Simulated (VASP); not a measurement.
The system is CdTe.

```xyz
2
Lattice="0.0000 3.1396 3.1396 3.1396 0.0000 3.1396 3.1396 3.1396 0.0000" Properties=species:S:1:pos:R:3 pbc="T T T"
Te    4.7094    4.7094    4.7094
Cd    0.0000    0.0000    0.0000
```

Base run:

| Item | Value |
| --- | --- |
| Program | VASP 6.6.1 |
| Functional | r2SCAN |
| Dispersion | D3(BJ) |
| Potentials or basis | VASP PAW PBE potentials, release 64 (Te, Cd) |
| Cutoff | 520 eV |
| k mesh | 7 × 7 × 7 |
| Occupations | fermi-dirac, width 0.05 eV |
| Spin | no spin polarisation |

Its results: band gap on the k mesh 1.59 eV, direct; pressure 6.3 GPa.

Problem. The run is repeated on the same cell with these changes: functional from r2SCAN to RPBE. What comes out?

Solution. Band gap on the k mesh 1.22 eV, direct; pressure 0.2 GPa.

r2SCAN gives the wider gap, since meta-GGAs in the generalised Kohn-Sham scheme recover part of the derivative discontinuity.

Caveats: the PAW data sets were made with another functional, which shifts forces and pressure a little; spin-orbit coupling is left out, which moves the levels of the heavy elements.

